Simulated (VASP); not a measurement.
# LiP16 (a cell with a defect) in VASP: notebook, part 2 of 2

VASP 6.6.1. The steps go on from the part before.

## Step 3: Single point, LDA, collinear spin, zero start

File INCAR:

```
PREC = Accurate ; ENCUT = 520
EDIFF = 1E-6 ; ISMEAR = -1
SIGMA = 0.05 ; LREAL = Auto
LASPH = T ; NELM = 150
ALGO = Normal ; ISIF = 2
LWAVE = F ; LCHARG = T
ISPIN = 2 ; MAGMOM = 0 0 0 0 0 0 0 0 0 0 0 0 0 0 0 0 0
LORBIT = 11 ; LELF = T
LVHAR = T ; NBANDS = 60
```

File KPOINTS:

```
Automatic mesh
0
Gamma
  2 2 2
```

File POSCAR:

```
LiP16
1.0
    1.6560500000      5.2040000000      4.3500000000
    1.6560500000     -5.2040000000      4.3500000000
    6.6242000000      0.0000000000      0.0000000000
P Li
16 1
Direct
    0.6476066001      0.4176375378      0.2226992611
    0.1658038213      0.4287479028      0.0829752449
    0.8637918659      0.0520743410      0.0097732206
    0.2781407296      0.1410521439      0.1351810999
    0.6328946200      0.4273175639      0.7293456739
    0.1835855753      0.3903227006      0.6050053138
    0.8379994536      0.0650184774      0.5226355115
    0.3193199685      0.1106030200      0.6349086735
    0.1339815034      0.9552005656      0.4696271300
    0.7052183510      0.8799942926      0.3455032459
    0.3563876987      0.5372893128      0.2692651468
    0.8152157333      0.5845247264      0.3946492877
    0.1522380501      0.9367228695      0.9708146296
    0.6872152291      0.8767907479      0.8535860786
    0.3610921087      0.5788161671      0.7508197065
    0.8149731747      0.5933767104      0.8878165171
    0.4425203277      0.8779815114      0.1790477234
```

Potentials or basis: VASP PAW LDA potentials, release 64 (P, Li_sv).

Run with:

```
$ cat potpaw_LDA.64/P/POTCAR potpaw_LDA.64/Li_sv/POTCAR > POTCAR
$ mpirun -np 1 vasp_std > vasp.out
```

OUTCAR:

```text
PREC = Accurate
   ENCUT = 520
   EDIFF = 1E-6
   ISMEAR = -1
   LREAL = Auto
   LASPH = T
   NELM = 150
   ISIF = 2
   ISPIN = 2
   LORBIT = 11

 ion  position               nearest neighbor table
   1  0.648  0.418  0.223-  16 2.23  12 2.23  11 2.26
   2  0.166  0.429  0.083-  11 2.21   4 2.22  15 2.23
   3  0.864  0.052  0.010-  10 2.21  14 2.23  13 2.23
   4  0.278  0.141  0.135-   9 2.21  13 2.21   2 2.22  17 2.27
   5  0.633  0.427  0.729-  12 2.22  16 2.22  15 2.26
   6  0.184  0.390  0.605-  11 2.20  15 2.24   8 2.25
   7  0.838  0.065  0.523-  14 2.21  10 2.21   9 2.26
   8  0.319  0.111  0.635-  13 2.23   9 2.23   6 2.25
[... 1157 lines left out ...]
      1.58146      4.22418      3.98402         0.004989      0.013428     -0.007926
      1.58967      0.71341      1.82349        -0.009994     -0.016458     -0.044339
      6.58710      1.06982      4.61192        -0.000029     -0.020382      0.047489
      4.95810     -1.07586      2.49650        -0.013656      0.034757      0.013749
[... 9 lines left out ...]
      8.21337      1.15319      6.12632        -0.002662     -0.032052     -0.041631
      3.37286     -2.26614      5.74418         0.006800     -0.002031     -0.005902
 -----------------------------------------------------------------------------------
    total drift:                               -0.005947     -0.003120      0.000491

  FREE ENERGIE OF THE ION-ELECTRON SYSTEM (eV)
  ---------------------------------------------------
  free  energy   TOTEN  =       -98.3314510877 eV

  energy  without entropy=      -98.2768308809  energy(sigma->0) =      -98.30414098

 total charge

# of ion       s       p       d       tot
------------------------------------------
    1        1.092   1.363   0.000   2.454
    2        1.097   1.362   0.000   2.459
    3        1.091   1.377   0.000   2.467
    4        1.070   1.443   0.000   2.513
    5        1.086   1.374   0.000   2.461
    6        1.090   1.372   0.000   2.463
[... 9 lines left out ...]
   16        1.087   1.374   0.000   2.460
   17        2.036   0.114   0.000   2.149
--------------------------------------------------
tot         19.367  22.341   0.000  41.707

 magnetization (x)

# of ion       s       p       d       tot
------------------------------------------
    1       -0.000   0.000   0.000   0.000
    2        0.000   0.000   0.000   0.000
    3        0.000   0.000   0.000   0.000
    4        0.000   0.000   0.000   0.000
    5        0.000  -0.000   0.000   0.000
    6        0.000   0.000   0.000   0.000
[... 9 lines left out ...]
   16        0.000  -0.000   0.000  -0.000
   17       -0.000  -0.000   0.000  -0.000
--------------------------------------------------
tot          0.000  -0.000   0.000  -0.000
```

OSZICAR:

```text
N       E                     dE             d eps       ncg     rms          rms(c)
DAV:   1     0.323669568289E+03    0.32367E+03   -0.34092E+04  1920   0.121E+03
DAV:   2    -0.659260440049E+02   -0.38960E+03   -0.36786E+03  2320   0.214E+02
DAV:   3    -0.979660150157E+02   -0.32040E+02   -0.31339E+02  2672   0.569E+01
DAV:   4    -0.998051014852E+02   -0.18391E+01   -0.18205E+01  3192   0.119E+01
DAV:   5    -0.998777478426E+02   -0.72646E-01   -0.72609E-01  2600   0.185E+00    0.213E+01
DAV:   6    -0.986415820265E+02    0.12362E+01   -0.14262E+00  2336   0.424E+00    0.127E+01
DAV:   7    -0.983449527903E+02    0.29663E+00   -0.13255E+00  2408   0.326E+00    0.211E+00
DAV:   8    -0.983326096949E+02    0.12343E-01   -0.15741E-01  2432   0.139E+00    0.847E-01
DAV:   9    -0.983318253326E+02    0.78436E-03   -0.18826E-02  2408   0.429E-01    0.364E-01
DAV:  10    -0.983314771695E+02    0.34816E-03   -0.18639E-03  2392   0.139E-01    0.179E-01
DAV:  11    -0.983314498733E+02    0.27296E-04   -0.30007E-04  2488   0.571E-02    0.719E-02
DAV:  12    -0.983314520436E+02   -0.21703E-05   -0.46174E-05  2648   0.215E-02    0.344E-02
DAV:  13    -0.983314508548E+02    0.11888E-05   -0.54133E-06  2288   0.757E-03    0.175E-02
DAV:  14    -0.983314510877E+02   -0.23293E-06   -0.19776E-06  1368   0.485E-03
   1 F= -.98331451E+02 E0= -.98304141E+02  d E =-.546202E-01  mag=     0.0000
```

stdout:

```text
POSCAR found type information on POSCAR P Li
 POSCAR found :  2 types and      17 ions
 scaLAPACK will be used
 LDA part: xc-table for (Slater(with rela. corr.)+CA(PZ))
 , standard interpolation
 POSCAR, INCAR and KPOINTS ok, starting setup
 FFT: planning ... GRIDC
 FFT: planning ... GRID_SOFT
 FFT: planning ... GRID
 WAVECAR not read
 entering main loop
```

Run time: 12 min. Hardware: 1 thread of Intel Xeon 8259CL, shared host; peak memory 0.41 GiB.

What came out:

```yaml
Free_energy: -98.3315 eV
Largest_force: 0.065 eV/Å
Net_moment: 0.00 μB per cell
Valence_electrons_inside_the_program's_atomic_spheres: P 2.45, 2.46, 2.47, 2.51, 2.50, 2.49 (each value once); Li 2.15
```

Forces on the atoms (eV/Å):
```
P    0.002 -0.015  0.050
P    0.005  0.049  0.039
P    0.005  0.013 -0.008
P   -0.010 -0.016 -0.044
P    0.000 -0.020  0.047
P   -0.014  0.035  0.014
P   -0.016  0.024 -0.021
P    0.013 -0.021 -0.047
P    0.001 -0.027  0.040
P    0.010  0.011  0.015
P    0.010  0.006 -0.029
P   -0.004 -0.023 -0.042
P   -0.012 -0.035  0.053
P   -0.006  0.022  0.009
P    0.011  0.031 -0.029
P   -0.003 -0.032 -0.042
Li   0.007 -0.002 -0.006
```

Levels at points of the mesh, in eV from the Fermi level:
Spin up:
```csv
k point,band 38,band 39,band 40,band 41,band 42,band 43,band 44,band 45
"(0.00, 0.00, 0.00)",-2.24,-2.17,-1.96,-1.87,-0.07,0.20,0.51,0.52
"(0.50, 0.00, 0.00)",-2.48,-2.40,-1.70,-1.54,0.14,0.18,0.39,0.62
"(0.00, 0.50, 0.00)",-2.48,-2.44,-1.74,-1.38,0.10,0.20,0.43,0.50
"(0.50, 0.50, 0.00)",-2.04,-1.74,-1.65,-0.64,-0.32,0.02,0.27,0.62
"(0.00, 0.00, 0.50)",-2.13,-2.00,-1.78,-1.74,0.37,0.45,0.58,0.73
"(0.50, 0.00, 0.50)",-2.43,-2.32,-1.80,-1.74,-0.03,0.17,1.02,1.24
"(0.00, 0.50, 0.50)",-2.41,-2.31,-1.80,-1.66,-0.02,0.15,0.97,1.31
"(0.50, 0.50, 0.50)",-2.08,-2.00,-1.75,-1.57,0.09,0.16,0.26,0.49
```
Spin down:
```tsv
k point	band 37	band 38	band 39	band 40	band 41	band 42	band 43	band 44	band 45	band 46
(0.00, 0.00, 0.00)	-2.43	-2.24	-2.17	-1.96	-1.87	-0.07	0.20	0.51	0.52	0.82
(0.50, 0.00, 0.00)	-2.55	-2.48	-2.40	-1.70	-1.54	0.14	0.18	0.39	0.62	0.66
(0.00, 0.50, 0.00)	-2.62	-2.48	-2.44	-1.74	-1.38	0.10	0.20	0.43	0.50	0.65
(0.50, 0.50, 0.00)	-2.14	-2.04	-1.74	-1.65	-0.64	-0.32	0.02	0.27	0.62	0.84
(0.00, 0.00, 0.50)	-2.27	-2.13	-2.00	-1.78	-1.74	0.37	0.45	0.58	0.73	0.81
(0.50, 0.00, 0.50)	-2.63	-2.43	-2.32	-1.80	-1.74	-0.03	0.17	1.02	1.24	1.29
(0.00, 0.50, 0.50)	-2.73	-2.41	-2.31	-1.80	-1.66	-0.02	0.15	0.97	1.31	1.39
(0.50, 0.50, 0.50)	-2.82	-2.08	-2.00	-1.75	-1.57	0.09	0.16	0.26	0.49	0.96
```

Caveat: the k points lie up to 0.51 Å⁻¹ apart; no moment was typed at the start, so none could form.
